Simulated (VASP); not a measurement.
Wanted: the native input for a VASP 6.6.1 run.

```yaml
Task: relaxation of cell and atoms
Functional: PBE
Potentials_or_basis: VASP PAW PBE potentials, release 64 (Zn, S)
Cutoff: 600 eV
k_mesh: 6 × 6 × 6
Occupations: gaussian, width 0.1 eV
Spin: no spin polarisation
Dipole_correction: no
Further_INCAR_settings: ALGO = Normal; EDIFF = 1e-07; IBRION = 2; EDIFFG = -0.04; NSW = 90; ISIF = 3
```

The structure of Zn2S lies in POSCAR:

```
Zn2S
1.0
    0.0000000000      3.0143095500      3.0143095500
    3.0143095500      0.0000000000      3.0143095500
    3.0143095500      3.0143095500      0.0000000000
Zn S
2 1
Direct
    0.2500000000      0.2500000000      0.2500000000
    0.7500000000      0.7500000000      0.7500000000
    0.5000000000      0.5000000000      0.5000000000
```

The cell was built from a structure type or drawn by symmetry, and may not be a known phase.

These files were run (other wordings do the same):

INCAR

```
ALGO = Normal
EDIFF = 1E-7
EDIFFG = -0.04
ENCUT = 600
GGA = PE
IBRION = 2
ISIF = 3
ISMEAR = 0
LASPH = T
LCHARG = F
LREAL = F
LWAVE = F
NELM = 80
NSW = 90
PREC = Accurate
SIGMA = 0.1
```

KPOINTS

```
k-points
0
Gamma
  6 6 6
```

Potentials or basis: VASP PAW PBE potentials, release 64 (Zn, S).

Command:

```console
$ cat potpaw_PBE.64/Zn/POTCAR potpaw_PBE.64/S/POTCAR > POTCAR
$ mpirun -np 1 vasp_std > vasp.out
```

It gave:

```yaml
Relaxed_volume: 19.71 Å³/atom
Relaxed_cell: a = 4.373 Å, b = 4.373 Å, c = 4.373 Å, α = 60.00°, β = 60.00°, γ = 60.00°
Space_group_after_relaxing_to_0.1_Å: Fm-3m (No. 225)
Energy_gained_by_relaxing: 21.2 meV/atom
Ionic_steps: 2
Pressure_after_relaxing: 0.3 GPa
Band_gap_on_the_k_mesh: zero (bands 15 and 16 overlap by 0.42 eV)
```

Caveat: semilocal functionals underestimate gaps, so a narrow gap can read as zero.

It took 22 s on 1 thread of Intel(R) Xeon(R) 6975P-C (Granite Rapids) (shared host), peak memory 0.21 GiB.
